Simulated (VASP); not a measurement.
Input of a VASP 6.6.1 run:

Contents of INCAR:

```
PREC = Accurate
ENCUT = 520
EDIFF = 1E-6
ISMEAR = 0
SIGMA = 0.1
LREAL = F
LASPH = T
NELM = 150
ALGO = Fast
ISIF = 2
LWAVE = F
LCHARG = T
ISPIN = 2
MAGMOM = 0.73 0.75 0.73 0.75
LORBIT = 11
LMAXMIX = 4
GGA = PE
LELF = T
LVHAR = T
NBANDS = 32
```

The input KPOINTS:

```
Automatic mesh
0
Gamma
  21 21 6
```

Contents of POSCAR:

```
Ni
1.0
    2.4862897771      0.0000000000      0.0000000000
   -1.2431448885      2.1531901081      0.0000000000
    0.0000000000      0.0000000000      8.1504835950
Ni
4
Direct
    0.0000000000      0.0000000000      0.0000000000
    0.3333333333      0.6666666667      0.2500000000
    0.0000000000      0.0000000000      0.5000000000
    0.6666666667      0.3333333333      0.7500000000
```

Potentials or basis: VASP PAW PBE potentials, release 64 (Ni).

Command:

```bash
$ cat potpaw_PBE.64/Ni/POTCAR > POTCAR
$ mpirun -np 1 vasp_std > vasp.out
```

**Question.** Predict the pressure.

**Answer.** -0.1 GPa.

**Question.** What does it give for the net moment?

**Answer.** 2.52 μB per cell.

**Question.** Predict the site moments.

**Answer.** Ni +0.64, +0.65 (each value once) μB.
